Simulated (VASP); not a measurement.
In2S, 3 atoms in the cell. It takes space group P6mm (No. 183, hexagonal). The conventional cell has a = 5.018 Å, b = 5.018 Å, c = 3.808 Å, α = 90.00°, β = 90.00°, γ = 120.00°. Within 3.9 Å of In (site symmetry 3m) lie 5 In at 2.90 to 3.81 Å and 6 S at 3.17 to 3.83 Å. Within 4.2 Å of S (site symmetry 6mm) lie 12 In at 3.17 to 3.83 Å and 2 S at 3.81 Å. The cell was built from a structure type or drawn by symmetry, and may not be a known phase.

| Property | Result |
| --- | --- |
| Program | VASP 6.6.1 |
| Task | relaxation of cell and atoms |
| Functional | PBE |
| Potentials or basis | VASP PAW PBE potentials, release 64 (In_d, S) |
| Cutoff | 600 eV |
| k mesh | 12 × 12 × 12 |
| Occupations | gaussian, width 0.1 eV |
| Spin | no spin polarisation |
| Dipole correction | no |
| Further INCAR settings | ALGO = Normal; EDIFF = 1e-07; IBRION = 2; EDIFFG = -0.01; NSW = 100; ISIF = 3 |

Potentials or basis: VASP PAW PBE potentials, release 64 (In_d, S).

Launch:

```sh
$ cat potpaw_PBE.64/In_d/POTCAR potpaw_PBE.64/S/POTCAR > POTCAR
$ mpirun -np 1 vasp_std > vasp.out
```

Hardware: 1 thread of Intel(R) Xeon(R) Platinum 8259CL CPU @ 2.50GHz (Skylake/Cascade Lake), with other jobs on the host.

Task: Estimate the wall time of this run.

Result: Run time: 15 min on 1 thread of Intel(R) Xeon(R) Platinum 8259CL CPU @ 2.50GHz (Skylake/Cascade Lake), with other jobs on the host, peak memory 0.4 GiB. Counts: scf iterations 77, k points 133, ion steps 10.
